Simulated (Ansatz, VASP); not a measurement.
# Two plane-wave programs on Ti12HN12

The input INCAR:

```
  ALGO = Normal
  DIPOL = 0.5 0.5 0.289
  EDIFF = 1E-6
  ENCUT = 520
  GGA = PE
  IDIPOL = 3
  ISIF = 2
  ISMEAR = 0
  IVDW = 12
  LASPH = T
  LCHARG = F
  LDIPOL = T
  LREAL = Auto
  LWAVE = F
  NBANDS = 120
  NELM = 100
  PREC = Accurate
  SIGMA = 0.1
```

File KPOINTS:

```
k-points
0
Gamma
  5 5 1
```

Contents of POSCAR:

```
Ti12HN12
1.0
    5.9473589866      0.0000000000      0.0000000000
    0.0000000000      5.9473589866      0.0000000000
    0.0000000000      0.0000000000     21.6533569277
Ti N H
12 12 1
Direct
    0.2500000000      0.2500000000      0.1847288628
    0.2500000000      0.7500000000      0.1847288628
    0.7500000000      0.2500000000      0.1847288628
    0.7500000000      0.7500000000      0.1847288628
    0.0000000000      0.0000000000      0.2801771125
    0.0000000000      0.5000000000      0.2801771125
    0.5000000000      0.0000000000      0.2801771125
    0.5000000000      0.5000000000      0.2801771125
    0.2500000000      0.2500000000      0.3715894834
    0.2500000000      0.7500000000      0.3715894834
    0.7500000000      0.2500000000      0.3715894834
    0.7500000000      0.7500000000      0.3715894834
    0.0000000000      0.0000000000      0.1847288628
    0.0000000000      0.5000000000      0.1847288628
    0.5000000000      0.0000000000      0.1847288628
    0.5000000000      0.5000000000      0.1847288628
    0.2500000000      0.2500000000      0.2786780157
    0.2500000000      0.7500000000      0.2786780157
    0.7500000000      0.2500000000      0.2786780157
    0.7500000000      0.7500000000      0.2786780157
    0.0000000000      0.0000000000      0.3811583098
    0.0000000000      0.5000000000      0.3811583098
    0.5000000000      0.0000000000      0.3811583098
    0.5000000000      0.5000000000      0.3811583098
    0.0000000000      0.2500000000      0.5104685137
```

Input for Ansatz:

```yaml
crystal:
  lattice:
    - [5.9473589866, 0.0, 0.0]
    - [0.0, 5.9473589866, 0.0]
    - [0.0, 0.0, 21.6533569277]
  atoms:
    - { symbol: Ti, position: [0.25, 0.25, 0.1847288628] }
    - { symbol: Ti, position: [0.25, 0.75, 0.1847288628] }
    - { symbol: Ti, position: [0.75, 0.25, 0.1847288628] }
    - { symbol: Ti, position: [0.75, 0.75, 0.1847288628] }
    - { symbol: "N", position: [0.0, 0.0, 0.1847288628] }
    - { symbol: "N", position: [0.0, 0.5, 0.1847288628] }
    - { symbol: "N", position: [0.5, 0.0, 0.1847288628] }
    - { symbol: "N", position: [0.5, 0.5, 0.1847288628] }
    - { symbol: Ti, position: [0.0, 0.0, 0.2801771125] }
    - { symbol: Ti, position: [0.0, 0.5, 0.2801771125] }
    - { symbol: Ti, position: [0.5, 0.0, 0.2801771125] }
    - { symbol: Ti, position: [0.5, 0.5, 0.2801771125] }
    - { symbol: "N", position: [0.25, 0.25, 0.2786780157] }
    - { symbol: "N", position: [0.25, 0.75, 0.2786780157] }
    - { symbol: "N", position: [0.75, 0.25, 0.2786780157] }
    - { symbol: "N", position: [0.75, 0.75, 0.2786780157] }
    - { symbol: Ti, position: [0.25, 0.25, 0.3715894834] }
    - { symbol: Ti, position: [0.25, 0.75, 0.3715894834] }
    - { symbol: Ti, position: [0.75, 0.25, 0.3715894834] }
    - { symbol: Ti, position: [0.75, 0.75, 0.3715894834] }
    - { symbol: "N", position: [0.0, 0.0, 0.3811583098] }
    - { symbol: "N", position: [0.0, 0.5, 0.3811583098] }
    - { symbol: "N", position: [0.5, 0.0, 0.3811583098] }
    - { symbol: "N", position: [0.5, 0.5, 0.3811583098] }
    - { symbol: H, position: [0.0, 0.25, 0.5104685137] }
basis:
  ecutwfc: 420
kpoints:
  mp_grid: { grid: [5, 5, 1] }
hamiltonian:
  xc: pbe
  pseudopotentials: { kind: paw, azcp: { folder: soft_1 } }
  dispersion: d3bj
scf:
  occupations: { method: gaussian, width: 0.1 }
output:
  forces: true
  eigenvalues: true
efield:
  axis: 3
  dipole_correction: true
  ramp_width: 0.04
```

Alike in both runs: task single point; functional PBE; dispersion D3(BJ); k mesh 5 × 5 × 1; occupations gaussian, width 0.1 eV; no spin polarisation.

|  | VASP | Ansatz |
| --- | --- | --- |
| version | VASP 6.6.1 | Ansatz 0.2.0 |
| potentials or method | VASP PAW PBE potentials, release 64 (Ti_sv, N, H), cutoff 520 eV | scalar-relativistic, plane waves, PAW |
| valence electrons in the cell | 205 | 205 |

```csv
,VASP,Ansatz,Ansatz less VASP
gap on the k mesh at the Fermi level (eV),none,none,-
rms of the force components (eV/Å),0.646,0.643,-0.0032
```

A gap of «none» marks a metal or a gap that the smearing closes. Ansatz's warnings: vacuum below fermi.
